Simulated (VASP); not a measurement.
# SnO (Cmce) in VASP: single point with PBEsol

Aim: the single point of SnO with PBEsol.

All numbers are computed with VASP 6.6.1; they aren't measurements. Logs are shortened: lines on timing, memory, paths and dates and some standing lists are left out, and cuts for length are marked.

### Step 1. The cell of the first run

The structure is orthorhombic, space group Cmce (No. 64). The conventional cell has a = 5.489 Å, b = 5.273 Å, c = 9.495 Å, α = 90.00°, β = 90.00°, γ = 90.00°. Sn (site symmetry m) has 4 O at 2.22 Å within 2.9 Å. O (site symmetry 2) has 4 Sn at 2.22 Å and 4 O at 2.64 to 2.74 Å within 2.9 Å.

### Step 2. Single point, PBEsol (strain +0.0200 x Voigt [1, -1, 0, 0, 0, 0])

Contents of INCAR:

```
PREC = Accurate
ENCUT = 520
EDIFF = 1E-6
ISMEAR = 0
SIGMA = 0.15
LREAL = False
LASPH = True
NELM = 80
ALGO = Fast
ISIF = 2
LWAVE = False
LCHARG = False
GGA = PS
NBANDS = 50
```

Contents of KPOINTS:

```
regular mesh
0
Gamma
  10 10 4
```

Contents of POSCAR:

```
SnO
1.0
    2.7442644586     -2.6366662415      0.0000000000
    2.7442644586      2.6366662415      0.0000000000
    0.0000000000      0.0000000000      9.4948200140
Sn O
4 4
Direct
    0.9991897041      0.0008102959      0.9998622097
    0.0008102959      0.9991897041      0.4998622097
    0.5008102959      0.4991897041      0.2571377902
    0.4991897041      0.5008102959      0.7571377902
    0.0007797023      0.4992202976      0.3785000000
    0.9992202976      0.5007797024      0.8785000000
    0.5007797024      0.9992202976      0.3785000000
    0.4992202976      0.0007797023      0.8785000000
```

Potentials or basis: VASP PAW PBE potentials, release 64 (Sn_d, O).

Run with:

```
$ cat potpaw_PBE.64/Sn_d/POTCAR potpaw_PBE.64/O/POTCAR > POTCAR
$ mpirun -np 1 vasp_std > vasp.out
```

OUTCAR:

```text
PREC = Accurate
   ENCUT = 520
   EDIFF = 1E-6
   ISMEAR = 0
   LREAL = False
   LASPH = True
   NELM = 80
   ISIF = 2
   GGA = PS

 ion  position               nearest neighbor table
   1  0.999  0.001  1.000-   6 2.22   8 2.22   8 2.22   6 2.22   4 3.50   4 3.50   4 3.58   4 3.58
                             3 3.59   3 3.60   3 3.67   3 3.67
   2  0.001  0.999  0.500-   7 2.22   5 2.22   5 2.22   7 2.22   3 3.50   3 3.50   3 3.58   3 3.58
                             4 3.59   4 3.60   4 3.67   4 3.67
   3  0.501  0.499  0.257-   5 2.22   7 2.22   7 2.22   5 2.22   2 3.50   2 3.50   2 3.58   2 3.58
                             1 3.59   1 3.60   1 3.67   1 3.67
   4  0.499  0.501  0.757-   8 2.22   6 2.22   6 2.22   8 2.22   1 3.50   1 3.50   1 3.58   1 3.58
                             2 3.59   2 3.60   2 3.67   2 3.67
   5  0.001  0.499  0.379-   2 2.22   3 2.22   2 2.22   3 2.22
   6  0.999  0.501  0.879-   1 2.22   4 2.22   1 2.22   4 2.22
   7  0.501  0.999  0.379-   2 2.22   3 2.22   2 2.22   3 2.22
   8  0.499  0.001  0.879-   1 2.22   4 2.22   1 2.22   4 2.22

  LATTYP: Found a base centered orthorhombic cell.
 ALAT       =     5.2733324830
 B/A-ratio  =     1.0408084328
 C/A-ratio  =     1.8005350591

  Lattice vectors:

 A1 = (  -2.7442644586,  -2.6366662415,   0.0000000000)
 A2 = (   2.7442644586,  -2.6366662415,   0.0000000000)
 A3 = (   0.0000000000,   0.0000000000,   9.4948200140)

Analysis of symmetry for initial positions (statically):
=====================================================================
 Subroutine PRICEL returns:
 Original cell was already a primitive cell.

 Routine SETGRP: Setting up the symmetry group for a
 base centered orthorhombic supercell.

 Subroutine GETGRP returns: Found  8 space group operations
 (whereof  2 operations were pure point group operations)
 out of a pool of  8 trial point group operations.

The static configuration has the point symmetry C_1h.
 The point group associated with its full space group is D_2h.

Analysis of symmetry for dynamics (positions and initial velocities):
=====================================================================
 Subroutine PRICEL returns:
 Original cell was already a primitive cell.

 Routine SETGRP: Setting up the symmetry group for a
 base centered orthorhombic supercell.

 Subroutine GETGRP returns: Found  8 space group operations
 (whereof  2 operations were pure point group operations)
 out of a pool of  8 trial point group operations.

The dynamic configuration has the point symmetry C_1h.
 The point group associated with its full space group is D_2h.

 Subroutine INISYM returns: Found  8 space group operations
 (whereof  2 operations are pure point group operations),
 and found     1 'primitive' translations

----------------------------------------------------------------------------------------

                                     Primitive cell

  volume of cell :     137.4035

  direct lattice vectors                    reciprocal lattice vectors
     2.744264459 -2.636666241  0.000000000     0.182198184 -0.189633406  0.000000000
     2.744264459  2.636666241  0.000000000     0.182198184  0.189633406  0.000000000
     0.000000000  0.000000000  9.494820014     0.000000000  0.000000000  0.105320585

  length of vectors
     3.805653201  3.805653201  9.494820014     0.262977198  0.262977198  0.105320585

  position of ions in fractional coordinates (direct lattice)
     0.999189704  0.000810296  0.999862210
     0.000810296  0.999189704  0.499862210
     0.500810296  0.499189704  0.257137790
     0.499189704  0.500810296  0.757137790
     0.000779702  0.499220298  0.378500000
     0.999220298  0.500779702  0.878500000
     0.500779702  0.999220298  0.378500000
     0.499220298  0.000779702  0.878500000

  ion indices of the primitive-cell ions
   primitive index   ion index
                 1           1
                 2           2
                 3           3
                 4           4
                 5           5
                 6           6
                 7           7
                 8           8

----------------------------------------------------------------------------------------

 KPOINTS: regular mesh

Automatic generation of k-mesh.
 Grid dimensions read from file:
 generate k-points for:   10   10    4

 Generating k-lattice:

  Cartesian coordinates                     Fractional coordinates (reciprocal lattice)
     0.018219818 -0.018963341  0.000000000     0.100000000  0.000000000  0.000000000
     0.018219818  0.018963341  0.000000000     0.000000000  0.100000000  0.000000000
     0.000000000  0.000000000  0.026330146     0.000000000  0.000000000  0.250000000

  Length of vectors
     0.026297720  0.026297720  0.026330146

  Shift w.r.t. Gamma in fractional coordinates (k-lattice)
     0.000000000  0.000000000  0.000000000

 Subroutine IBZKPT returns following result:
 ===========================================

 Found     93 irreducible k-points:

 Following reciprocal coordinates:
            Coordinates               Weight
  0.000000  0.000000  0.000000      1.000000
  0.100000  0.000000  0.000000      4.000000
  0.200000  0.000000  0.000000      4.000000
  0.300000 -0.000000  0.000000      4.000000
  0.400000 -0.000000  0.000000      4.000000
  0.500000 -0.000000  0.000000      2.000000
[... 16 lines left out ...]
  0.300000  0.300000  0.000000      2.000000
  0.400000  0.300000  0.000000      4.000000
 [... further k-points ...]
   k-points           NKPTS =     93   k-points in BZ     NKDIM =     93   number of bands    NBANDS=     50
   number of dos      NEDOS =    301   number of ions     NIONS =      8
   total plane-waves  NPLWV =  56448
   dimension x,y,z NGX =    28 NGY =   28 NGZ =   72
   dimension x,y,z NGXF=    56 NGYF=   56 NGZF=  144
   ions per type =               4   4
   NGX,Y,Z   is equivalent  to a cutoff of  12.23, 12.23, 12.61 a.u.
   NGXF,Y,Z  is equivalent  to a cutoff of  24.46, 24.46, 25.21 a.u.
 SYSTEM =  unknown system
   PREC   = accura    normal or accurate (medium, high low for compatibility)
   ISTART =      0    job   : 0-new  1-cont  2-samecut
   ICHARG =      2    charge: 1-file 2-atom 10-const
   ISPIN  =      1    spin polarized calculation?
   LNONCOLLINEAR =      F non collinear calculations
   LSORBIT =      F    spin-orbit coupling
   LASPH  =      T    aspherical Exc in radial PAW
   ENCUT  =  520.0 eV  38.22 Ry    6.18 a.u.   7.08  7.08 17.65*2*pi/ulx,y,z
   NELM   =     80;   NELMIN=  2; NELMDL= -5     # of ELM steps
   EDIFF  = 0.1E-05   stopping-criterion for ELM
   LREAL  =      F    real-space projection
   EDIFFG = 0.1E-04   stopping-criterion for IOM
   NSW    =      0    number of steps for IOM
[... 5 lines left out ...]
   TEBEG  =    0.0;   TEEND  =   0.0 temperature during run
   PSTRESS=    0.0 pullay stress
   NELECT =      80.0000    total number of electrons
   NUPDOWN=      -1.0000    fix difference up-down
   EMIN   =  10.00;   EMAX   =-10.00  energy-range for DOS
   EFERMI =   0.00;   METHOD = LEGACY
   ISMEAR =     0;   SIGMA  =   0.15  broadening in eV -4-tet -1-fermi 0-gaus
   EFERMI_NEDOS =   21; number of points for ismear=-14 and -15
   IALGO  =     68    algorithm
   IMIX   =      4    mixing-type and parameters
     AMIX     =   0.40;   BMIX     =  1.00
     AMIX_MAG =   1.60;   BMIX_MAG =  1.00
  volume/ion in A,a.u.               =      17.18       115.91
  Fermi-wavevector in a.u.,A,eV,Ry     =   1.367012  2.583277 25.425490  1.868721
  Thomas-Fermi vector in A             =   2.493102
   LORBIT       =      0    0 simple, 1 ext, 2 COOP (PROOUT), +10 PAW based schemes
   GGA     = PS    functional components
   LHFCALC =     F    Hartree Fock is set to
   AEXX    =    0.0000 exact exchange contribution
   IVDW    =     0    specifies the selected vdW correction
   LEPSILON=     F    determine dielectric tensor
   LRPA    =     F    only Hartree local field effects (RPA)
 non-spin polarized calculation
 RMM-DIIS sequential band-by-band and
 Gauss-broadening in eV      SIGMA  =   0.15
  energy-cutoff  :      520.00
  volume of cell :      137.40
 maximum number of plane-waves:      3738
   NGX = 15   NGY = 15   NGZ = 35

 number of electron      79.9999997 magnetization

 Free energy of the ion-electron system (eV)
  ---------------------------------------------------
  ext. energy  EPLUGINS =         0.00000000
  ---------------------------------------------------
  free energy    TOTEN  =       -48.37178813 eV

  energy without entropy =      -48.36843739  energy(sigma->0) =      -48.37011276

 E-fermi :   7.3142     XC(G=0): -10.6033

 val. band max:        7.2424210546   @ k =   0.1000   0.0000   0.0000
 cond. band min:       7.3485498999   @ k =   0.5000   0.5000   0.2500
 fundamental gap:      0.1061288453
 Fermi energy:         7.3142180192

 k-point     1 :       0.0000    0.0000    0.0000
  band No.  band energies     occupation
      1     -14.6952      2.00000
      2     -14.6730      2.00000
      3     -14.2711      2.00000
      4     -14.2652      2.00000
      5     -14.2429      2.00000
      6     -14.2392      2.00000
[... 42 lines left out ...]
     49      12.9695      0.00000
     50      13.2154      0.00000

 k-point     2 :       0.1000    0.0000    0.0000
  band No.  band energies     occupation
      1     -14.6896      2.00000
      2     -14.6699      2.00000
      3     -14.2678      2.00000
      4     -14.2657      2.00000
      5     -14.2420      2.00000
      6     -14.2374      2.00000
[... 42 lines left out ...]
     49      12.7459      0.00000
     50      13.1019      0.00000

 k-point     3 :       0.2000    0.0000    0.0000
  band No.  band energies     occupation
      1     -14.6739      2.00000
      2     -14.6612      2.00000
      3     -14.3343      2.00000
      4     -14.2957      2.00000
      5     -14.2584      2.00000
      6     -14.2361      2.00000
[... 42 lines left out ...]
     49      12.6533      0.00000
     50      13.2284      0.00000

 k-point     4 :       0.3000   -0.0000    0.0000
  band No.  band energies     occupation
      1     -14.6489      2.00000
      2     -14.6466      2.00000
      3     -14.4349      2.00000
      4     -14.3985      2.00000
      5     -14.2459      2.00000
      6     -14.2442      2.00000
[... 999 lines left out ...]
 k-point    23 :       0.3000    0.3000    0.0000
  band No.  band energies     occupation
      1     -14.6389      2.00000
      2     -14.6213      2.00000
      3     -14.5337      2.00000
      4     -14.5323      2.00000
      5     -14.2422      2.00000
      6     -14.2302      2.00000
[... 42 lines left out ...]
     49      12.7134      0.00000
     50      14.1789      0.00000

 k-point    24 :       0.4000    0.3000    0.0000
  band No.  band energies     occupation
      1     -14.6293      2.00000
      2     -14.6081      2.00000
      3     -14.5878      2.00000
      4     -14.5782      2.00000
      5     -14.2281      2.00000
      6     -14.2232      2.00000
[... 42 lines left out ...]
     49      12.9334      0.00000
     50      14.1998      0.00000

 [... further k-points ...]

------------------------ aborting loop because EDIFF is reached ----------------------------------------

  FORCE on cell =-STRESS in cart. coord.  units (eV):
  Direction    XX          YY          ZZ          XY          YZ          ZX
  --------------------------------------------------------------------------------------
  -------------------------------------------------------------------------------------
  Total       -2.6250536      3.2232816      0.2757201     -0.0000000      0.0000000      0.0000000
  in kB      -30.6091238     37.5846901      3.2150012     -0.0000000      0.0000000      0.0000000
  external PRESSURE =       3.3968558 kB  Pullay stress =       0.0000000 kB

 VOLUME and BASIS-vectors are now :
 -----------------------------------------------------------------------------
  energy-cutoff  :      520.00
  volume of cell :      137.40
      direct lattice vectors                 reciprocal lattice vectors
     2.744264459 -2.636666241  0.000000000     0.182198184 -0.189633406  0.000000000
     2.744264459  2.636666241  0.000000000     0.182198184  0.189633406  0.000000000
     0.000000000  0.000000000  9.494820014     0.000000000  0.000000000  0.105320585

 POSITION                                       TOTAL-FORCE (eV/Angst)
 -----------------------------------------------------------------------------------
      2.74426     -2.63239      9.49351         0.000000     -0.004442      0.091094
      2.74426      2.63239      4.74610         0.000000      0.004442      0.091094
      2.74426     -0.00427      2.44148         0.000000      0.004442     -0.091094
      2.74426      0.00427      7.18889         0.000000     -0.004442     -0.091094
      1.37213      1.31422      3.59379         0.000000      0.001637      0.000000
      4.11640     -1.31422      8.34120         0.000000     -0.001637      0.000000
      4.11640      1.31422      3.59379         0.000000      0.001637     -0.000000
      1.37213     -1.31422      8.34120         0.000000     -0.001637      0.000000
 -----------------------------------------------------------------------------------
    total drift:                                0.000001     -0.000000     -0.000013

  FREE ENERGIE OF THE ION-ELECTRON SYSTEM (eV)
  ---------------------------------------------------
  free  energy   TOTEN  =       -48.3717881327 eV

  energy  without entropy=      -48.3684373944  energy(sigma->0) =      -48.37011276
```

Run time: 12 min. Hardware: 1 thread of Oxide Virtual Turin-like, shared host; peak memory 0.52 GiB.

Results:

```yaml
Free_energy: -48.3718 eV
Pressure: 0.3 GPa
Largest_force: 0.091 eV/Å
Band_gap_on_the_k_mesh: zero (bands 40 and 41 overlap by 0.15 eV)
```

Forces on the atoms (eV/Å):
```
Sn   0.000 -0.004  0.091
Sn   0.000  0.004  0.091
Sn   0.000  0.004 -0.091
Sn   0.000 -0.004 -0.091
O    0.000  0.002  0.000
O    0.000 -0.002  0.000
O    0.000  0.002  0.000
O    0.000 -0.002  0.000
```

Caveat: the cell differs from its parent crystal (strain +0.0200 x Voigt [1, -1, 0, 0, 0, 0]); the stress differs along the axes, from -3 to 4 GPa; semilocal functionals underestimate gaps, and a narrow one can read as zero; the PAW data sets were made with another functional, which shifts forces and pressure a little; spin-orbit coupling is left out, which moves the levels of the heavy elements.

The gap in the log of VASP goes by the Fermi energy; the results here count the filled bands.